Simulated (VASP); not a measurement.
# InSe in VASP: further runs

Runs on InSe. Level: PBE+D3(BJ). Tasks: single point.

The COD entry that gives the cell may itself be a prediction, so a difference from it is no test against experiment.

Everything below comes from runs of VASP 6.6.1. Logs are shortened: lines on timing, memory, paths and dates and some standing lists are left out, and cuts for length are marked.

## Step 1: The cell of the first run

The cell holds a slab with vacuum, 4 atoms: a = 4.094 Å, b = 4.094 Å, c = 36.721 Å, α = 90.00°, β = 90.00°, γ = 120.00°.

## Step 2: Single point, PBE+D3(BJ)

Input file INCAR:

```
SYSTEM = InSe
PREC = Accurate
ENCUT = 520
EDIFF = 1E-6
ISMEAR = 0
SIGMA = 0.02
LREAL = .False.
LASPH = .True.
NELM = 80
ALGO = Normal
ISIF = 2
LWAVE = .False.
LCHARG = .True.
LDIPOL = .True.
IDIPOL = 3
DIPOL = 0.5 0.5 0.500
GGA = PE
IVDW = 12
LELF = .True.
LVHAR = .True.
LVACPOTAV = .True.
NBANDS = 27
```

Input file KPOINTS:

```
Automatic mesh
0
Gamma
  9 9 1
  0 0 0
```

Input file POSCAR:

```
InSe
1.0
    4.0940000000      0.0000000000      0.0000000000
   -2.0470000000      3.5455080031      0.0000000000
    0.0000000000      0.0000000000     36.7211901288
Se In
2 2
Direct
    0.0000000000      0.0000000000      0.4266497246
    0.0000000000      0.0000000000      0.5733225307
    0.6666666667      0.3333333333      0.4619327665
    0.6666666667      0.3333333333      0.5380395423
```

Potentials or basis: VASP PAW PBE potentials, release 64 (Se, In_d).

The run is started by

```console
> cat potpaw_PBE.64/Se/POTCAR potpaw_PBE.64/In_d/POTCAR > POTCAR
> mpirun -np 1 vasp_std > vasp.out
```

OUTCAR:

```text
SYSTEM = InSe
   PREC = Accurate
   ENCUT = 520
   EDIFF = 1E-6
   ISMEAR = 0
   LREAL = .False.
   LASPH = .True.
   NELM = 80
   ISIF = 2
   GGA = PE
   IVDW = 12
 IVDW          = 12

 ion  position               nearest neighbor table
   1  0.000  0.000  0.427-   3 2.70   3 2.70   3 2.70
   2  0.000  0.000  0.573-   4 2.70   4 2.70   4 2.70
   3  0.667  0.333  0.462-   1 2.70   1 2.70   1 2.70   4 2.79
   4  0.667  0.333  0.538-   2 2.70   2 2.70   2 2.70   3 2.79

  LATTYP: Found a hexagonal cell.
 ALAT       =     4.0940000000
 C/A-ratio  =     8.9695139543

  Lattice vectors:

 A1 = (   4.0940000000,   0.0000000000,   0.0000000000)
 A2 = (  -2.0470000000,   3.5455080031,   0.0000000000)
 A3 = (   0.0000000000,   0.0000000000,  36.7211901288)

Analysis of symmetry for initial positions (statically):
=====================================================================
 Subroutine PRICEL returns:
 Original cell was already a primitive cell.

 Routine SETGRP: Setting up the symmetry group for a
 hexagonal supercell.

 Subroutine GETGRP returns: Found 12 space group operations
 (whereof  6 operations were pure point group operations)
 out of a pool of 24 trial point group operations.

The static configuration has the point symmetry C_3v.
 The point group associated with its full space group is D_3h.

Analysis of symmetry for dynamics (positions and initial velocities):
=====================================================================
 Subroutine PRICEL returns:
 Original cell was already a primitive cell.

 Routine SETGRP: Setting up the symmetry group for a
 hexagonal supercell.

 Subroutine GETGRP returns: Found 12 space group operations
 (whereof  6 operations were pure point group operations)
 out of a pool of 24 trial point group operations.

The dynamic configuration has the point symmetry C_3v.
 The point group associated with its full space group is D_3h.

 Subroutine INISYM returns: Found 12 space group operations
 (whereof  6 operations are pure point group operations),
 and found     1 'primitive' translations

----------------------------------------------------------------------------------------

                                     Primitive cell

  volume of cell :     533.0194

  direct lattice vectors                    reciprocal lattice vectors
     4.094000000  0.000000000  0.000000000     0.244259893  0.141023515  0.000000000
    -2.047000000  3.545508003  0.000000000     0.000000000  0.282047029  0.000000000
     0.000000000  0.000000000 36.721190129     0.000000000  0.000000000  0.027232233

  length of vectors
     4.094000000  4.094000000 36.721190129     0.282047029  0.282047029  0.027232233

  position of ions in fractional coordinates (direct lattice)
     0.000000000  0.000000000  0.426649725
     0.000000000  0.000000000  0.573322531
     0.666666667  0.333333333  0.461932766
     0.666666667  0.333333333  0.538039542

  ion indices of the primitive-cell ions
   primitive index   ion index
                 1           1
                 2           2
                 3           3
                 4           4

----------------------------------------------------------------------------------------

 KPOINTS: Automatic mesh

Automatic generation of k-mesh.
 Grid dimensions read from file:
 generate k-points for:    9    9    1

 Generating k-lattice:

  Cartesian coordinates                     Fractional coordinates (reciprocal lattice)
     0.027139988  0.015669279  0.000000000     0.111111111 -0.000000000  0.000000000
     0.000000000  0.031338559  0.000000000     0.000000000  0.111111111  0.000000000
     0.000000000  0.000000000  0.027232233     0.000000000  0.000000000  1.000000000

  Length of vectors
     0.031338559  0.031338559  0.027232233

  Shift w.r.t. Gamma in fractional coordinates (k-lattice)
     0.000000000  0.000000000  0.000000000

 Subroutine IBZKPT returns following result:
 ===========================================

 Found     12 irreducible k-points:

 Following reciprocal coordinates:
            Coordinates               Weight
  0.000000  0.000000  0.000000      1.000000
  0.111111 -0.000000  0.000000      6.000000
  0.222222  0.000000  0.000000      6.000000
  0.333333 -0.000000  0.000000      6.000000
  0.444444  0.000000  0.000000      6.000000
  0.111111  0.111111  0.000000      6.000000
  0.222222  0.111111  0.000000     12.000000
  0.333333  0.111111  0.000000     12.000000
  0.444444  0.111111  0.000000      6.000000
  0.222222  0.222222  0.000000      6.000000
  0.333333  0.222222  0.000000     12.000000
  0.333333  0.333333  0.000000      2.000000
   k-points           NKPTS =     12   k-points in BZ     NKDIM =     12   number of bands    NBANDS=     27
   number of dos      NEDOS =    301   number of ions     NIONS =      4
   total plane-waves  NPLWV = 252000
   dimension x,y,z NGX =    30 NGY =   30 NGZ =  280
   dimension x,y,z NGXF=    60 NGYF=   60 NGZF=  560
   ions per type =               2   2
   NGX,Y,Z   is equivalent  to a cutoff of  12.18, 12.18, 12.68 a.u.
   NGXF,Y,Z  is equivalent  to a cutoff of  24.36, 24.36, 25.35 a.u.
 SYSTEM =  InSe
   PREC   = accura    normal or accurate (medium, high low for compatibility)
   ISTART =      0    job   : 0-new  1-cont  2-samecut
   ICHARG =      2    charge: 1-file 2-atom 10-const
   ISPIN  =      1    spin polarized calculation?
   LNONCOLLINEAR =      F non collinear calculations
   LSORBIT =      F    spin-orbit coupling
   LASPH  =      T    aspherical Exc in radial PAW
   ENCUT  =  520.0 eV  38.22 Ry    6.18 a.u.   7.61  7.61 68.28*2*pi/ulx,y,z
   NELM   =     80;   NELMIN=  2; NELMDL= -5     # of ELM steps
   EDIFF  = 0.1E-05   stopping-criterion for ELM
   LREAL  =      F    real-space projection
   EDIFFG = 0.1E-04   stopping-criterion for IOM
   NSW    =      0    number of steps for IOM
   IBRION =     -1    ionic relax: 0-MD 1-quasi-New 2-CG
   NFREE  =      0    steps in history (QN), initial steepest desc. (CG)
   ISIF   =      2    stress and relaxation
   ISYM   =      2    0-nonsym 1-usesym 2-fastsym
   POTIM  = 0.5000    time-step for ionic-motion
   TEBEG  =    0.0;   TEEND  =   0.0 temperature during run
   PSTRESS=    0.0 pullay stress
   NELECT =      38.0000    total number of electrons
   NUPDOWN=      -1.0000    fix difference up-down
   EMIN   =  10.00;   EMAX   =-10.00  energy-range for DOS
   EFERMI =   0.00;   METHOD = LEGACY
   ISMEAR =     0;   SIGMA  =   0.02  broadening in eV -4-tet -1-fermi 0-gaus
   EFERMI_NEDOS =   21; number of points for ismear=-14 and -15
   IALGO  =     38    algorithm
   IMIX   =      4    mixing-type and parameters
     AMIX     =   0.40;   BMIX     =  1.00
     AMIX_MAG =   1.60;   BMIX_MAG =  1.00
  volume/ion in A,a.u.               =     133.25       899.25
  Fermi-wavevector in a.u.,A,eV,Ry     =   0.678821  1.282785  6.269529  0.460797
  Thomas-Fermi vector in A             =   1.756837
   LORBIT       =      0    0 simple, 1 ext, 2 COOP (PROOUT), +10 PAW based schemes
   GGA     = PE    functional components
   LHFCALC =     F    Hartree Fock is set to
   AEXX    =    0.0000 exact exchange contribution
   IVDW    =    12    specifies the selected vdW correction
   LEPSILON=     F    determine dielectric tensor
   LRPA    =     F    only Hartree local field effects (RPA)
 non-spin polarized calculation
 Gauss-broadening in eV      SIGMA  =   0.02
  energy-cutoff  :      520.00
  volume of cell :      533.02
 maximum number of plane-waves:     14471
   NGX = 15   NGY = 15   NGZ =137

 dipolmoment           0.000000      0.000000      0.000000 electrons x Angstroem

 number of electron      38.0000015 magnetization

 dipolmoment           0.000000      0.000000     -0.000012 electrons x Angstroem

 Free energy of the ion-electron system (eV)
  ---------------------------------------------------
  ext. energy  EPLUGINS =         0.00000000
  ---------------------------------------------------
  free energy    TOTEN  =       -14.21228283 eV

  energy without entropy =      -14.21228283  energy(sigma->0) =      -14.21228283

 E-fermi :  -3.8158     XC(G=0):  -2.2854

 val. band max:       -3.9332736386   @ k =   0.1111  -0.0000   0.0000
 cond. band min:      -2.5012739938   @ k =   0.0000   0.0000   0.0000
 fundamental gap:      1.4319996448
 Fermi energy:        -3.8158395064

 k-point     1 :       0.0000    0.0000    0.0000
  band No.  band energies     occupation
      1     -17.9773      2.00000
      2     -17.7896      2.00000
      3     -17.7896      2.00000
      4     -17.7049      2.00000
      5     -17.7049      2.00000
      6     -17.7027      2.00000
[... 19 lines left out ...]
     26       2.0955      0.00000
     27       2.2392      0.00000

 k-point     2 :       0.1111   -0.0000    0.0000
  band No.  band energies     occupation
      1     -17.9755      2.00000
      2     -17.8217      2.00000
      3     -17.7887      2.00000
      4     -17.7362      2.00000
      5     -17.7080      2.00000
      6     -17.6990      2.00000
[... 19 lines left out ...]
     26       1.9814      0.00000
     27       2.2427      0.00000

 k-point     3 :       0.2222    0.0000    0.0000
  band No.  band energies     occupation
      1     -17.9760      2.00000
      2     -17.8871      2.00000
      3     -17.8111      2.00000
      4     -17.7880      2.00000
      5     -17.7152      2.00000
      6     -17.6826      2.00000
[... 234 lines left out ...]
      1     -18.0308      2.00000
      2     -17.9292      2.00000
      3     -17.9286      2.00000
      4     -17.8041      2.00000
      5     -17.7125      2.00000
      6     -17.6627      2.00000
[... 19 lines left out ...]
     26       3.6563      0.00000
     27       3.7373      0.00000

 k-point    12 :       0.3333    0.3333    0.0000
  band No.  band energies     occupation
      1     -18.0341      2.00000
      2     -17.9350      2.00000
      3     -17.9293      2.00000
      4     -17.8089      2.00000
      5     -17.7054      2.00000
      6     -17.6688      2.00000
[... 19 lines left out ...]
     26       3.5174      0.00000
     27       4.0201      0.00000

------------------------ aborting loop because EDIFF is reached ----------------------------------------

 vacuum level on the upper side and lower side of the slab       (xc-potential included)        -0.115        -0.115

 Edisp (eV)   -0.85422

 E8    (eV) :    -0.4120

  FORCE on cell =-STRESS in cart. coord.  units (eV):
  Direction    XX          YY          ZZ          XY          YZ          ZX
  --------------------------------------------------------------------------------------
  -------------------------------------------------------------------------------------
  Total      -1.42234    -1.42234    -0.53452     0.00000     0.00000     0.00000
  in kB      -4.27534    -4.27534    -1.60670     0.00000     0.00000     0.00000
  external pressure =       -3.39 kB  Pullay stress =        0.00 kB

 VOLUME and BASIS-vectors are now :
 -----------------------------------------------------------------------------
  energy-cutoff  :      520.00
  volume of cell :      533.02
      direct lattice vectors                 reciprocal lattice vectors
     4.094000000  0.000000000  0.000000000     0.244259893  0.141023515  0.000000000
    -2.047000000  3.545508003  0.000000000     0.000000000  0.282047029  0.000000000
     0.000000000  0.000000000 36.721190129     0.000000000  0.000000000  0.027232233

 POSITION                                       TOTAL-FORCE (eV/Angst)
 -----------------------------------------------------------------------------------
      0.00000      0.00000     15.66709        -0.000000     -0.000000      0.212641
      0.00000      0.00000     21.05309         0.000000     -0.000000     -0.212641
      2.04700      1.18184     16.96272         0.000000      0.000000     -0.227400
      2.04700      1.18184     19.75745        -0.000000     -0.000000      0.227400
 -----------------------------------------------------------------------------------
    total drift:                               -0.000000      0.000000     -0.001449

  FREE ENERGIE OF THE ION-ELECTRON SYSTEM (eV)
  ---------------------------------------------------
  free  energy   TOTEN  =       -15.0665017310 eV

  energy  without entropy=      -15.0665017310  energy(sigma->0) =      -15.06650173

 vacuum level on the upper side and lower side of the slab         2.055         2.055
```

Wall time 3.7 min (1 thread of Intel Xeon 6975P-C (Granite Rapids), shared host); peak memory 0.58 GiB.

What came out:

- Free energy: -15.0665 eV
- Largest force: 0.227 eV/Å
- Band gap on the k mesh: 1.43 eV, indirect (least direct gap 1.49 eV)
- Dispersion energy per atom: -0.214 eV
- Ionisation potential of the upper face: 5.99 eV

Forces in eV/Å, atoms in the order of the input:
```
Se   0.000  0.000  0.213
Se   0.000  0.000 -0.213
In   0.000  0.000 -0.227
In   0.000  0.000  0.227
```

Caveat: spin-orbit coupling is left out, which moves the levels of the heavy elements.

## Step 3: Single point, PBE+D3(BJ)

Input file INCAR:

```
ALGO = Normal
DIPOL = 0.5 0.5 0.500
EDIFF = 1E-6
ENCUT = 520
GGA = PE
IDIPOL = 3
ISIF = 2
ISMEAR = 0
IVDW = 12
LASPH = True
LCHARG = True
LDIPOL = True
LELF = True
LREAL = False
LVACPOTAV = True
LVHAR = True
LWAVE = False
NBANDS = 27
NELM = 60
PREC = Accurate
SIGMA = 0.02
```

Input file KPOINTS:

```
k-points
0
Gamma
  9 9 1
```

Input file POSCAR:

```
InSe
1.0
    4.0940000000      0.0000000000      0.0000000000
   -2.0470000000      3.5455080031      0.0000000000
    0.0000000000      0.0000000000     36.7211901288
Se In
2 2
Direct
    0.0000000000      0.0000000000      0.4234771694
    0.0000000000      0.0000000000      0.5764950858
    0.6666666667      0.3333333333      0.4602865666
    0.6666666667      0.3333333333      0.5396857446
```

Potentials or basis: VASP PAW PBE potentials, release 64 (Se, In_d).

The run is started by

```console
> cat potpaw_PBE.64/Se/POTCAR potpaw_PBE.64/In_d/POTCAR > POTCAR
> mpirun -np 1 vasp_std > vasp.out
```

It took 3.8 min on 1 thread of Intel Xeon 6975P-C (Granite Rapids), shared host; peak memory 0.59 GiB.

The run converged. Its results:

- Free energy: -14.9921 eV
- Largest force: 0.555 eV/Å
- Band gap on the k mesh: 1.49 eV, indirect (least direct gap 1.55 eV)
- Dispersion energy per atom: -0.208 eV
- Ionisation potential of the upper face: 6.08 eV

Forces on the atoms (eV/Å):
```
Se   0.000  0.000  0.555
Se   0.000  0.000 -0.555
In   0.000  0.000 -0.064
In   0.000  0.000  0.064
```

Levels at points of the mesh, in eV from the valence-band top:
```csv
k point,band 16,band 17,band 18,band 19,band 20,band 21,band 22,band 23
"(0.00, 0.00, 0.00)",-0.33,-0.28,-0.28,-0.06,1.49,2.77,5.09,5.09
```

Caveat: spin-orbit coupling is left out, which moves the levels of the heavy elements.
